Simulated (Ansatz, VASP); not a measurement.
Ir in VASP and in Ansatz

```
Ir
1.0
     0.00000    1.91581    1.91581
     1.91581    0.00000    1.91581
     1.91581    1.91581    0.00000
Ir
1
Direct
  0.00000 0.00000 0.00000
```

Alike in both runs: functional PBEsol; k mesh 14 × 14 × 14; occupations fermi-dirac, width 0.1 eV; no spin polarisation.

Ansatz relaxed the structure, and its values are those at the end. VASP's run is a single point on that final structure, the one shown.

```csv
,VASP,Ansatz
version,VASP 6.6.1,Ansatz 0.2.0
potentials or method,"VASP PAW PBE potentials, release 64 (Ir), cutoff 520 eV","plane waves (420 eV) with PAW, scalar-relativistic"
valence electrons in the cell,9,17
```

|  | VASP | Ansatz | Ansatz less VASP |
| --- | --- | --- | --- |
| pressure (GPa) | 1.0 | 0.0 | -0.99 |

VASP's potentials were made for PBE, not for PBEsol, and Ansatz warns of the same on its side. VASP's potentials hold 9 valence electrons a cell and Ansatz's 17, so a difference there can come from the potentials and not from the codes.

Neither program's run includes spin-orbit coupling.
